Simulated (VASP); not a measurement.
Na3LaO3: single point with PBE

Crystal: Na3LaO3.

```
Na La O
1.0
    -2.32209    2.32209    5.80834
     2.32209   -2.32209    5.80834
     2.32209    2.32209   -5.80834
Na La O
3 1 3
Cartesian
  2.3221 0.0000 1.6812
  0.0000 2.3221 1.6812
  0.0000 0.0000 11.3135
  0.0000 0.0000 4.5209
  2.3221 0.0000 5.1814
  0.0000 2.3221 5.1814
  0.0000 0.0000 2.2010
```

The cell was built from a structure type or drawn by symmetry, and may not be a known phase.

```json
{
 "Program": "VASP 6.6.1",
 "Task": "single point",
 "Functional": "PBE",
 "Potentials or basis": "VASP PAW PBE potentials, release 64 (Na_pv, La, O)",
 "Cutoff": "520 eV",
 "k mesh": "8 × 8 × 8",
 "Occupations": "gaussian, width 0.02 eV",
 "Spin": "no spin polarisation",
 "Dipole correction": "no",
 "Further INCAR settings": "ALGO = Normal; EDIFF = 1e-06; NBANDS = 34"
}
```

```
Pressure               : 0.0 GPa
Largest force          : 0.027 eV/Å
Band gap on the k mesh : 1.02 eV (least direct gap 1.15 eV)
```

Forces on the atoms (eV/Å):
```
Na   0.000  0.000  0.009
Na   0.000  0.000  0.009
Na   0.000  0.000 -0.002
La   0.000  0.000 -0.009
O    0.000  0.000 -0.017
O    0.000  0.000 -0.017
O    0.000  0.000  0.027
```

Levels at points of the mesh, in eV from the valence-band top:
| k point | band 21 | band 22 | band 23 | band 24 | band 25 | band 26 | band 27 | band 28 | band 29 | band 30 |
| --- | --- | --- | --- | --- | --- | --- | --- | --- | --- | --- |
| (0.00, 0.00, 0.00) | -0.99 | -0.62 | -0.62 | -0.13 | -0.13 | 1.02 | 5.09 | 5.09 | 5.20 | 5.26 |
| (0.50, 0.00, 0.00) | -1.03 | -0.99 | -0.78 | -0.72 | -0.24 | 2.92 | 4.14 | 5.01 | 5.05 | 5.15 |
| (0.50, 0.50, 0.00) | -1.44 | -1.04 | -0.99 | -0.72 | 0.00 | 2.72 | 4.57 | 5.29 | 5.30 | 5.34 |
| (0.50, 0.50, 0.50) | -0.78 | -0.78 | -0.74 | -0.18 | -0.18 | 2.39 | 3.79 | 5.16 | 5.16 | 5.19 |

It took 10 min on 1 thread of Intel(R) Xeon(R) Platinum 8375C CPU @ 2.90GHz (Ice Lake), with other jobs on the host, peak memory 0.51 GiB.

Caveat: spin-orbit coupling is left out, which moves the levels of the heavy elements. A k mesh can miss the band edges.
